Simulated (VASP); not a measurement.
# K2H3Au in VASP: further runs

K2H3Au is run at these levels: r2SCAN+rVV10, PBEsol; tasks: single point.

Everything below comes from runs of VASP 6.6.1. Logs are shortened: lines on timing, memory, paths and dates and some standing lists are left out, and cuts for length are marked.

### Step 1. The cell of the first run

The typed cell holds 6 atoms: a = 4.167 Å, b = 4.167 Å, c = 9.645 Å, α = 64.42°, β = 64.42°, γ = 60.02°.

### Step 2. Single point, r2SCAN+rVV10

The input, POSCAR:

```
K2H3Au
1.0
    3.5110182836     -2.0839257229      0.8312731612
    3.5110182836      2.0839257229      0.8312731612
    2.7532276501      0.0000000000      9.2435765171
K H Au
2 3 1
Direct
    0.5419569331      0.5419569331      0.3546269845
    0.4580429139      0.4580429139      0.9802792560
    0.1302311201      0.1302311201      0.4721875229
    0.8697659233      0.8697659233      0.8627191996
    0.9999993272      0.9999993272      0.1674528143
    0.0000047825      0.0000047825      0.6674532228
```

The input, INCAR.step1:

```
SYSTEM = K2H3Au
  PREC = Accurate
  ENCUT = 520
  ISMEAR = -1
  SIGMA = 0.03
  LREAL = .FALSE.
  LASPH = .TRUE.
  NELM = 100
  NBANDS = 25
  GGA = PE
  ALGO = Normal
  EDIFF = 1E-4
  LWAVE = .TRUE.
  LCHARG = .FALSE.
```

The input, INCAR.step2:

```
SYSTEM = K2H3Au
  PREC = Accurate
  ENCUT = 520
  EDIFF = 1E-6
  ISMEAR = -1
  SIGMA = 0.03
  LREAL = .FALSE.
  LASPH = .TRUE.
  NELM = 100
  ALGO = Normal
  ISIF = 2
  LWAVE = .FALSE.
  LCHARG = .TRUE.
  METAGGA = R2SCAN
  LMIXTAU = .TRUE.
  LUSE_VDW = .TRUE.
  IVDW_NL = 2
  BPARAM = 11.95
  CPARAM = 0.0093
  LELF = .TRUE.
  LVHAR = .TRUE.
  NBANDS = 25
  ISTART = 1
```

The input, KPOINTS:

```
Automatic mesh
0
G
  8 8 4
  0 0 0
```

Potentials or basis: VASP PAW PBE potentials, release 64 (K_sv, H, Au).

Started as:

```bash
$ cat potpaw_PBE.64/K_sv/POTCAR potpaw_PBE.64/H/POTCAR potpaw_PBE.64/Au/POTCAR > POTCAR
$ cp INCAR.step1 INCAR
$ mpirun -np 1 vasp_std > vasp.out
$ cp INCAR.step2 INCAR
$ mpirun -np 1 vasp_std > vasp.out
```

OUTCAR:

```text
SYSTEM = K2H3Au
   PREC = Accurate
   ENCUT = 520
   EDIFF = 1E-6
   ISMEAR = -1
   LREAL = .FALSE.
   LASPH = .TRUE.
   NELM = 100
   ISIF = 2
   METAGGA = R2SCAN
   IVDW_NL = 2
   BPARAM = 11.95
   ISTART = 1

 ion  position               nearest neighbor table
   1  0.542  0.542  0.355-   6 3.55   6 3.55   6 3.55
   2  0.458  0.458  0.980-   6 3.55   6 3.55   6 3.55
   3  0.130  0.130  0.472-   6 1.63
   4  0.870  0.870  0.863-   6 1.63
   5  1.000  1.000  0.167-
   6  0.000  0.000  0.667-   3 1.63   4 1.63   2 3.55   2 3.55   1 3.55   1 3.55   1 3.55   2 3.55

  LATTYP: Found a base centered monoclinic cell.
 ALAT       =     7.2161664217
 B/A-ratio  =     0.5775714143
 C/A-ratio  =     1.2056641135
 COS(beta)  =    -0.2766994950

  Lattice vectors:

 A1 = (   3.5110182836,  -2.0839257229,   0.8312731612)
 A2 = (   3.5110182836,   2.0839257229,   0.8312731612)
 A3 = (  -4.2688089171,   0.0000000000,   7.5810301947)

Analysis of symmetry for initial positions (statically):
=====================================================================
 Subroutine PRICEL returns:
 Original cell was already a primitive cell.

 Routine SETGRP: Setting up the symmetry group for a
 base centered monoclinic supercell.

 Subroutine GETGRP returns: Found  2 space group operations
 (whereof  2 operations were pure point group operations)
 out of a pool of  4 trial point group operations.

The static configuration has the point symmetry C_1h.

Analysis of symmetry for dynamics (positions and initial velocities):
=====================================================================
 Subroutine PRICEL returns:
 Original cell was already a primitive cell.

 Routine SETGRP: Setting up the symmetry group for a
 base centered monoclinic supercell.

 Subroutine GETGRP returns: Found  2 space group operations
 (whereof  2 operations were pure point group operations)
 out of a pool of  4 trial point group operations.

The dynamic configuration has the point symmetry C_1h.

 Subroutine INISYM returns: Found  2 space group operations
 (whereof  2 operations are pure point group operations),
 and found     1 'primitive' translations

----------------------------------------------------------------------------------------

[... 100 lines left out ...]
   EDIFF  = 0.1E-05   stopping-criterion for ELM
   LREAL  =      F    real-space projection
   EDIFFG = 0.1E-04   stopping-criterion for IOM
   NSW    =      0    number of steps for IOM
   IBRION =     -1    ionic relax: 0-MD 1-quasi-New 2-CG
   NFREE  =      0    steps in history (QN), initial steepest desc. (CG)
   ISIF   =      2    stress and relaxation
   ISYM   =      2    0-nonsym 1-usesym 2-fastsym
   POTIM  = 0.5000    time-step for ionic-motion
   TEBEG  =    0.0;   TEEND  =   0.0 temperature during run
   PSTRESS=    0.0 pullay stress
   NELECT =      32.0000    total number of electrons
   NUPDOWN=      -1.0000    fix difference up-down
   EMIN   =  10.00;   EMAX   =-10.00  energy-range for DOS
   EFERMI =   0.00;   METHOD = LEGACY
   ISMEAR =    -1;   SIGMA  =   0.03  broadening in eV -4-tet -1-fermi 0-gaus
   EFERMI_NEDOS =   21; number of points for ismear=-14 and -15
   IALGO  =     38    algorithm
   IMIX   =      4    mixing-type and parameters
     AMIX     =   0.40;   BMIX     =  1.00
     AMIX_MAG =   1.60;   BMIX_MAG =  1.00
  volume/ion in A,a.u.               =      20.95       141.41
  Fermi-wavevector in a.u.,A,eV,Ry     =   1.037488  1.960568 14.645054  1.076381
  Thomas-Fermi vector in A             =   2.171928
   LORBIT       =      0    0 simple, 1 ext, 2 COOP (PROOUT), +10 PAW based schemes
   METAGGA = R2SCAN    functional components
   LHFCALC =     F    Hartree Fock is set to
   AEXX    =    0.0000 exact exchange contribution
   IVDW_NL    =     2    kernel type
   BPARAM     =11.9500
   IVDW    =     0    specifies the selected vdW correction
   LEPSILON=     F    determine dielectric tensor
   LRPA    =     F    only Hartree local field effects (RPA)
 non-spin polarized calculation
  energy-cutoff  :      520.00
  volume of cell :      125.73
 maximum number of plane-waves:      3402
   NGX = 15   NGY = 15   NGZ = 35

 number of electron      32.0000001 magnetization

 Free energy of the ion-electron system (eV)
  ---------------------------------------------------
  ext. energy  EPLUGINS =         0.00000000
  ---------------------------------------------------
  free energy    TOTEN  =       -73.59293426 eV

  energy without entropy =      -73.59293426  energy(sigma->0) =      -73.59293426

 E-fermi :  -0.3937     XC(G=0):  -8.1223

 val. band max:       -1.0828326493   @ k =  -0.3750   0.3750   0.0000
 cond. band min:       1.4730561751   @ k =   0.5000   0.0000  -0.0000
 fundamental gap:      2.5558888244
 Fermi energy:        -0.3936995724

 k-point     1 :       0.0000    0.0000    0.0000
  band No.  band energies     occupation
      1     -31.1537      2.00000
      2     -31.1343      2.00000
      3     -14.0271      2.00000
      4     -13.8397      2.00000
      5     -13.8109      2.00000
      6     -13.8109      2.00000
[... 661 lines left out ...]
     24       8.4295      0.00000
     25       8.4413      0.00000

 [... further k-points ...]

------------------------ aborting loop because EDIFF is reached ----------------------------------------

  FORCE on cell =-STRESS in cart. coord.  units (eV):
  Direction    XX          YY          ZZ          XY          YZ          ZX
  --------------------------------------------------------------------------------------
  -------------------------------------------------------------------------------------
  Total        0.0013113     -0.0045943      0.0602598      0.0000000      0.0000000     -0.0145574
  in kB        0.0167101     -0.0585475      0.7679140      0.0000000      0.0000000     -0.1855107
  external PRESSURE =       0.2420255 kB  Pullay stress =       0.0000000 kB

 VOLUME and BASIS-vectors are now :
 -----------------------------------------------------------------------------
  energy-cutoff  :      520.00
  volume of cell :      125.73
      direct lattice vectors                 reciprocal lattice vectors
     3.511018284 -2.083925723  0.831273161     0.153213452 -0.239931776 -0.045635097
     3.511018284  2.083925723  0.831273161     0.153213452  0.239931776 -0.045635097
     2.753227650  0.000000000  9.243576517    -0.027556916  0.000000000  0.116391146

 POSITION                                       TOTAL-FORCE (eV/Angst)
 -----------------------------------------------------------------------------------
      4.78201      0.00000      4.17905         0.000670      0.000000     -0.002856
      5.91533      0.00000      9.82280        -0.000719      0.000000      0.002666
      2.21453      0.00000      4.58122         0.004797      0.000000     -0.019531
      8.48279      0.00000      9.42064        -0.004515      0.000000      0.019665
      7.48307      0.00000      3.21041        -0.000029      0.000000     -0.000084
      1.83768      0.00000      6.16966        -0.000204      0.000000      0.000140
 -----------------------------------------------------------------------------------
    total drift:                               -0.000274     -0.000000     -0.000493

  FREE ENERGIE OF THE ION-ELECTRON SYSTEM (eV)
  ---------------------------------------------------
  free  energy   TOTEN  =       -73.5929342615 eV

  energy  without entropy=      -73.5929342615  energy(sigma->0) =      -73.59293426
```

OUTCAR.step1:

```text
SYSTEM = K2H3Au
   PREC = Accurate
   ENCUT = 520
   ISMEAR = -1
   LREAL = .FALSE.
   LASPH = .TRUE.
[... 910 lines left out ...]
      8.48279      0.00000      9.42064        -0.035306      0.000000      0.149582
      7.48307      0.00000      3.21041         0.000020      0.000000      0.000011
      1.83768      0.00000      6.16966        -0.000219      0.000000      0.000041
 -----------------------------------------------------------------------------------
    total drift:                               -0.000054     -0.000000      0.000074

  FREE ENERGIE OF THE ION-ELECTRON SYSTEM (eV)
  ---------------------------------------------------
  free  energy   TOTEN  =       -16.7630793113 eV

  energy  without entropy=      -16.7630793113  energy(sigma->0) =      -16.76307931
```

OSZICAR.step1:

```text
N       E                     dE             d eps       ncg     rms          rms(c)
DAV:   1     0.197434214371E+03    0.19743E+03   -0.14335E+04  3900   0.113E+03
DAV:   2    -0.531365006330E+01   -0.20275E+03   -0.19031E+03  4387   0.302E+02
DAV:   3    -0.180521131577E+02   -0.12738E+02   -0.12649E+02  6474   0.622E+01
DAV:   4    -0.185301798520E+02   -0.47807E+00   -0.47718E+00  5544   0.101E+01
DAV:   5    -0.185444876534E+02   -0.14308E-01   -0.14307E-01  5836   0.123E+00    0.104E+01
DAV:   6    -0.170477724665E+02    0.14967E+01   -0.24848E+00  4701   0.786E+00    0.520E+00
DAV:   7    -0.167514875322E+02    0.29628E+00   -0.73467E-01  5030   0.326E+00    0.238E+00
DAV:   8    -0.167539856831E+02   -0.24982E-02   -0.13108E-01  5911   0.135E+00    0.970E-01
DAV:   9    -0.167618152864E+02   -0.78296E-02   -0.18720E-02  5060   0.558E-01    0.147E-01
DAV:  10    -0.167625295883E+02   -0.71430E-03   -0.14691E-03  5179   0.176E-01    0.861E-02
DAV:  11    -0.167630535672E+02   -0.52398E-03   -0.89440E-04  4248   0.135E-01    0.255E-02
DAV:  12    -0.167630793113E+02   -0.25744E-04   -0.76557E-05  4516   0.429E-02
   1 F= -.16763079E+02 E0= -.16763079E+02  d E =-.903424E-12
```

Wall time 16 min (1 thread of Intel Xeon Platinum 8259CL at 2.50GHz (Skylake/Cascade Lake), shared host); peak memory 0.71 GiB.

Results:

* Free energy: -73.5929 eV
* Pressure: 0.0 GPa
* Largest force: 0.020 eV/Å
* Band gap on the k mesh: 2.56 eV (least direct gap 2.62 eV)

Forces on the atoms (eV/Å):
```
K    0.001  0.000 -0.003
K   -0.001  0.000  0.003
H    0.005  0.000 -0.020
H   -0.005  0.000  0.020
H    0.000  0.000  0.000
Au   0.000  0.000  0.000
```

Stress tensor (GPa, compression positive):
```
 0.00  0.00 -0.02
 0.00 -0.01  0.00
-0.02  0.00  0.08
```

Caveat: the PAW data sets were made with another functional, which shifts forces and pressure a little; spin-orbit coupling is left out, which moves the levels of the heavy elements.

(Part 1 of 2 ends here.)
